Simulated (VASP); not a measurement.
# SrCl2 (Fm-3m) in VASP: notebook

Runs on SrCl2. Level: PBEsol. Tasks: relaxation of cell and atoms.

All numbers are computed with VASP 6.6.1; they aren't measurements. Logs are shortened: lines on timing, memory, paths and dates and some standing lists are left out, and cuts for length are marked.

## 1. The cell of the first run

The structure is cubic, space group Fm-3m (No. 225). Conventional cell: a = 6.911 Å, b = 6.911 Å, c = 6.911 Å, α = 90.00°, β = 90.00°, γ = 90.00°. Within 3.9 Å of Sr (site symmetry m-3m) lie 8 Cl at 2.99 Å. Cl (site symmetry -43m) has 4 Sr at 2.99 Å and 6 Cl at 3.46 Å within 3.9 Å.

## 2. Relaxation of cell and atoms, PBEsol, target pressure 7 GPa, at which the enthalpy is minimised

Input file INCAR:

```
PREC = Accurate ; ENCUT = 600
EDIFF = 1E-6 ; ISMEAR = 0
SIGMA = 0.01 ; LREAL = F
LASPH = T ; NELM = 80
ALGO = Normal ; ISIF = 3
LWAVE = F ; LCHARG = F
GGA = PS ; IBRION = 2
NSW = 100 ; EDIFFG = -0.002
PSTRESS = 70.0
```

Input file KPOINTS:

```
Automatic mesh
0
Gamma
  6 6 6
```

Input file POSCAR:

```
SrCl2
1.0
    0.0000000000      3.4553207776      3.4553207776
    3.4553207776      0.0000000000      3.4553207776
    3.4553207776      3.4553207776      0.0000000000
Sr Cl
1 2
Direct
    0.0000000000      0.0000000000      0.0000000000
    0.2500000000      0.2500000000      0.2500000000
    0.7500000000      0.7500000000      0.7500000000
```

Potentials or basis: VASP PAW PBE potentials, release 64 (Sr_sv, Cl).

The run is started by

```console
$ cat potpaw_PBE.64/Sr_sv/POTCAR potpaw_PBE.64/Cl/POTCAR > POTCAR
$ mpirun -np 1 vasp_std > vasp.out
```

OUTCAR:

```text
PREC = Accurate
   ENCUT = 600
   EDIFF = 1E-6
   ISMEAR = 0
   LREAL = F
   LASPH = T
   NELM = 80
   ISIF = 3
   GGA = PS
   IBRION = 2
   NSW = 100
   EDIFFG = -0.002
   PSTRESS = 70.0

 ion  position               nearest neighbor table
   1  0.000  0.000  0.000-   3 2.99   3 2.99   3 2.99   2 2.99   2 2.99   2 2.99   3 2.99   2 2.99

   2  0.250  0.250  0.250-   1 2.99   1 2.99   1 2.99   1 2.99
   3  0.750  0.750  0.750-   1 2.99   1 2.99   1 2.99   1 2.99

  LATTYP: Found a face centered cubic cell.
 ALAT       =     6.9106415552

  Lattice vectors:

 A1 = (   0.0000000000,   3.4553207776,   3.4553207776)
 A2 = (   3.4553207776,   0.0000000000,   3.4553207776)
 A3 = (   3.4553207776,   3.4553207776,   0.0000000000)

Analysis of symmetry for initial positions (statically):
=====================================================================
 Subroutine PRICEL returns:
 Original cell was already a primitive cell.

 Routine SETGRP: Setting up the symmetry group for a
 face centered cubic supercell.

 Subroutine GETGRP returns: Found 48 space group operations
 (whereof 48 operations were pure point group operations)
 out of a pool of 48 trial point group operations.

The static configuration has the point symmetry O_h .

Analysis of symmetry for dynamics (positions and initial velocities):
=====================================================================
 Subroutine PRICEL returns:
 Original cell was already a primitive cell.

 Routine SETGRP: Setting up the symmetry group for a
 face centered cubic supercell.

 Subroutine GETGRP returns: Found 48 space group operations
 (whereof 48 operations were pure point group operations)
 out of a pool of 48 trial point group operations.

The dynamic configuration has the point symmetry O_h .

 Subroutine INISYM returns: Found 48 space group operations
 (whereof 48 operations are pure point group operations),
 and found     1 'primitive' translations

----------------------------------------------------------------------------------------

                                     Primitive cell

  volume of cell :      82.5078

  direct lattice vectors                    reciprocal lattice vectors
     0.000000000  3.455320778  3.455320778    -0.144704365  0.144704365  0.144704365
     3.455320778  0.000000000  3.455320778     0.144704365 -0.144704365  0.144704365
     3.455320778  3.455320778  0.000000000     0.144704365  0.144704365 -0.144704365

  length of vectors
     4.886561506  4.886561506  4.886561506     0.250635313  0.250635313  0.250635313

  position of ions in fractional coordinates (direct lattice)
     0.000000000  0.000000000  0.000000000
     0.250000000  0.250000000  0.250000000
     0.750000000  0.750000000  0.750000000

  ion indices of the primitive-cell ions
   primitive index   ion index
                 1           1
                 2           2
                 3           3

----------------------------------------------------------------------------------------

 KPOINTS: Automatic mesh

Automatic generation of k-mesh.
 Grid dimensions read from file:
 generate k-points for:    6    6    6

 Generating k-lattice:

  Cartesian coordinates                     Fractional coordinates (reciprocal lattice)
    -0.024117394  0.024117394  0.024117394     0.166666667  0.000000000  0.000000000
     0.024117394 -0.024117394  0.024117394     0.000000000  0.166666667  0.000000000
     0.024117394  0.024117394 -0.024117394     0.000000000  0.000000000  0.166666667

  Length of vectors
     0.041772552  0.041772552  0.041772552

  Shift w.r.t. Gamma in fractional coordinates (k-lattice)
     0.000000000  0.000000000  0.000000000

 Subroutine IBZKPT returns following result:
 ===========================================

 Found     16 irreducible k-points:

 Following reciprocal coordinates:
            Coordinates               Weight
  0.000000  0.000000  0.000000      1.000000
  0.166667  0.000000  0.000000      8.000000
  0.333333  0.000000  0.000000      8.000000
  0.500000  0.000000  0.000000      4.000000
  0.166667  0.166667  0.000000      6.000000
  0.333333  0.166667  0.000000     24.000000
[... 8 lines left out ...]
 -0.333333  0.333333  0.166667     24.000000
 -0.333333  0.500000  0.166667     12.000000
   k-points           NKPTS =     16   k-points in BZ     NKDIM =     16   number of bands    NBANDS=     16
   number of dos      NEDOS =    301   number of ions     NIONS =      3
   total plane-waves  NPLWV =  64000
   dimension x,y,z NGX =    40 NGY =   40 NGZ =   40
   dimension x,y,z NGXF=    80 NGYF=   80 NGZF=   80
   ions per type =               1   2
   NGX,Y,Z   is equivalent  to a cutoff of  13.61, 13.61, 13.61 a.u.
   NGXF,Y,Z  is equivalent  to a cutoff of  27.22, 27.22, 27.22 a.u.
 SYSTEM =  unknown system
   PREC   = accura    normal or accurate (medium, high low for compatibility)
   ISTART =      0    job   : 0-new  1-cont  2-samecut
   ICHARG =      2    charge: 1-file 2-atom 10-const
   ISPIN  =      1    spin polarized calculation?
   LNONCOLLINEAR =      F non collinear calculations
   LSORBIT =      F    spin-orbit coupling
   LASPH  =      T    aspherical Exc in radial PAW
   ENCUT  =  600.0 eV  44.10 Ry    6.64 a.u.   9.76  9.76  9.76*2*pi/ulx,y,z
   NELM   =     80;   NELMIN=  2; NELMDL= -5     # of ELM steps
   EDIFF  = 0.1E-05   stopping-criterion for ELM
   LREAL  =      F    real-space projection
   EDIFFG = -.2E-02   stopping-criterion for IOM
   NSW    =    100    number of steps for IOM
   IBRION =      2    ionic relax: 0-MD 1-quasi-New 2-CG
   NFREE  =      1    steps in history (QN), initial steepest desc. (CG)
   ISIF   =      3    stress and relaxation
   ISYM   =      2    0-nonsym 1-usesym 2-fastsym
   POTIM  = 0.5000    time-step for ionic-motion
   TEBEG  =    0.0;   TEEND  =   0.0 temperature during run
   PSTRESS=   70.0 pullay stress
   NELECT =      24.0000    total number of electrons
   NUPDOWN=      -1.0000    fix difference up-down
   EMIN   =  10.00;   EMAX   =-10.00  energy-range for DOS
   EFERMI =   0.00;   METHOD = LEGACY
   ISMEAR =     0;   SIGMA  =   0.01  broadening in eV -4-tet -1-fermi 0-gaus
   EFERMI_NEDOS =   21; number of points for ismear=-14 and -15
   IALGO  =     38    algorithm
   IMIX   =      4    mixing-type and parameters
     AMIX     =   0.40;   BMIX     =  1.00
     AMIX_MAG =   1.60;   BMIX_MAG =  1.00
  volume/ion in A,a.u.               =      27.50       185.60
  Fermi-wavevector in a.u.,A,eV,Ry     =   1.084710  2.049804 16.008550  1.176595
  Thomas-Fermi vector in A             =   2.220806
   LORBIT       =      0    0 simple, 1 ext, 2 COOP (PROOUT), +10 PAW based schemes
   GGA     = PS    functional components
   LHFCALC =     F    Hartree Fock is set to
   AEXX    =    0.0000 exact exchange contribution
   IVDW    =     0    specifies the selected vdW correction
   LEPSILON=     F    determine dielectric tensor
   LRPA    =     F    only Hartree local field effects (RPA)
 conjugate gradient relaxation of ions
 non-spin polarized calculation
 Gauss-broadening in eV      SIGMA  =   0.01
  energy-cutoff  :      600.00
  volume of cell :       82.51
 maximum number of plane-waves:      2778
   NGX = 19   NGY = 19   NGZ = 19

--------------------------------------- Ionic step        1  -------------------------------------------

 number of electron      24.0000003 magnetization

 Free energy of the ion-electron system (eV)
  ---------------------------------------------------
  ext. energy  EPLUGINS =         0.00000000
  ---------------------------------------------------
  free energy    TOTEN  =       -13.34281211 eV

  energy without entropy =      -13.34281211  energy(sigma->0) =      -13.34281211

------------------------ aborting loop because EDIFF is reached ----------------------------------------

  FORCE on cell =-STRESS in cart. coord.  units (eV):
  Direction    XX          YY          ZZ          XY          YZ          ZX
  --------------------------------------------------------------------------------------
  -------------------------------------------------------------------------------------
  Total        0.0668967      0.0668967      0.0668967      0.0000000      0.0000000     -0.0000000
  in kB        1.2990325      1.2990325      1.2990325      0.0000000      0.0000000     -0.0000000
  external PRESSURE =     -68.7009675 kB  Pullay stress =      70.0000000 kB

 VOLUME and BASIS-vectors are now :
 -----------------------------------------------------------------------------
  energy-cutoff  :      600.00
  volume of cell :       82.51
      direct lattice vectors                 reciprocal lattice vectors
     0.000000000  3.455320778  3.455320778    -0.144704365  0.144704365  0.144704365
     3.455320778  0.000000000  3.455320778     0.144704365 -0.144704365  0.144704365
     3.455320778  3.455320778  0.000000000     0.144704365  0.144704365 -0.144704365
[... 9 lines left out ...]
  FREE ENERGIE OF THE ION-ELECTRON SYSTEM (eV)
  ---------------------------------------------------
  free  energy   TOTEN  =       -13.3428121123 eV

  energy  without entropy=      -13.3428121123  energy(sigma->0) =      -13.34281211

  enthalpy is  TOTEN    =        -9.7380005422 eV   P V=        3.6048115701

--------------------------------------- Ionic step        2  -------------------------------------------

 number of electron      24.0000000 magnetization

 E-fermi :   1.6601     XC(G=0):  -9.4303

 val. band max:        1.6108673380   @ k =   0.5000   0.5000   0.0000
 cond. band min:       6.7389979779   @ k =   0.5000   0.5000   0.0000
 fundamental gap:      5.1281306399
 Fermi energy:         1.6601219668

 k-point     1 :       0.0000    0.0000    0.0000
  band No.  band energies     occupation
      1     -30.6367      2.00000
      2     -12.7688      2.00000
      3     -12.7688      2.00000
      4     -12.7688      2.00000
      5     -12.4339      2.00000
      6     -11.0590      2.00000
[... 8 lines left out ...]
     15       7.5157      0.00000
     16      10.7916      0.00000
[... 313 lines left out ...]
  FREE ENERGIE OF THE ION-ELECTRON SYSTEM (eV)
  ---------------------------------------------------
  free  energy   TOTEN  =       -12.9746893449 eV

  energy  without entropy=      -12.9746893449  energy(sigma->0) =      -12.97468934

  enthalpy is  TOTEN    =        -9.9508010248 eV   P V=        3.0238883201

--------------------------------------- Ionic step        3  -------------------------------------------

 number of electron      24.0000003 magnetization

 Free energy of the ion-electron system (eV)
  ---------------------------------------------------
  ext. energy  EPLUGINS =         0.00000000
  ---------------------------------------------------
  free energy    TOTEN  =       -13.14049040 eV

  energy without entropy =      -13.14049040  energy(sigma->0) =      -13.14049040

 E-fermi :   1.3802     XC(G=0):  -9.2246

 val. band max:        1.2496378868   @ k =   0.5000   0.5000   0.0000
 cond. band min:       6.4427184000   @ k =   0.5000   0.5000   0.0000
 fundamental gap:      5.1930805132
 Fermi energy:         1.3801988908

 k-point     1 :       0.0000    0.0000    0.0000
  band No.  band energies     occupation
      1     -31.0963      2.00000
      2     -13.2005      2.00000
      3     -13.2005      2.00000
      4     -13.2005      2.00000
      5     -12.6166      2.00000
      6     -11.3646      2.00000
[... 8 lines left out ...]
     15       7.0479      0.00000
     16      10.3675      0.00000
[... 305 lines left out ...]
 POSITION                                       TOTAL-FORCE (eV/Angst)
 -----------------------------------------------------------------------------------
      0.00000      0.00000      0.00000         0.000000      0.000000      0.000000
      1.65334      1.65334      1.65334         0.000000      0.000000     -0.000000
      4.96002      4.96002      4.96002        -0.000000     -0.000000     -0.000000
 -----------------------------------------------------------------------------------
    total drift:                               -0.000000     -0.000000      0.000000

  FREE ENERGIE OF THE ION-ELECTRON SYSTEM (eV)
  ---------------------------------------------------
  free  energy   TOTEN  =       -13.1404903982 eV

  energy  without entropy=      -13.1404903982  energy(sigma->0) =      -13.14049040

  enthalpy is  TOTEN    =        -9.9811592019 eV   P V=        3.1593311963

 reached required accuracy - stopping structural energy minimisation
```

Wall time 74 s (1 thread of Intel Xeon 6975P-C, shared host); peak memory 0.25 GiB.

Results:

```yaml
Free_energy: -13.1405 eV
Relaxed_volume: 24.10 Å³/atom
Relaxed_cell: a = 4.676 Å, b = 4.676 Å, c = 4.676 Å, α = 60.00°, β = 60.00°, γ = 60.00°
Space_group_after_relaxing_to_0.05_Å: Fm-3m (No. 225)
Energy_change_on_relaxing_the_enthalpy_is_what_falls: +67.4 meV/atom
Ionic_steps: 3
Pressure_after_relaxing: 7.0 GPa
Band_gap_on_the_k_mesh: 5.19 eV, direct
```

The path:
| step | energy change (eV) | largest force (eV/Å) | pressure (GPa) | volume (Å³) |
| --- | --- | --- | --- | --- |
| 1 | 0.0000 | 0.0000 | 0.13 | 82.51 |
| 2 | 0.3681 | 0.0000 | 10.25 | 69.21 |
| 3 | 0.2023 | 0.0000 | 7.01 | 72.31 |

Final structure:
```
CELL_PARAMETERS angstrom
0.00000 3.30668 3.30668
3.30668 0.00000 3.30668
3.30668 3.30668 0.00000
ATOMIC_POSITIONS crystal
Sr 0.00000 0.00000 0.00000
Cl 0.25000 0.25000 0.25000
Cl 0.75000 0.75000 0.75000
```

Caveat: the cell is relaxed towards a set pressure, so the enthalpy falls and the energy may rise; the PAW data sets were made with another functional, which shifts forces and pressure a little.

(Part 1 of 2 ends here.)
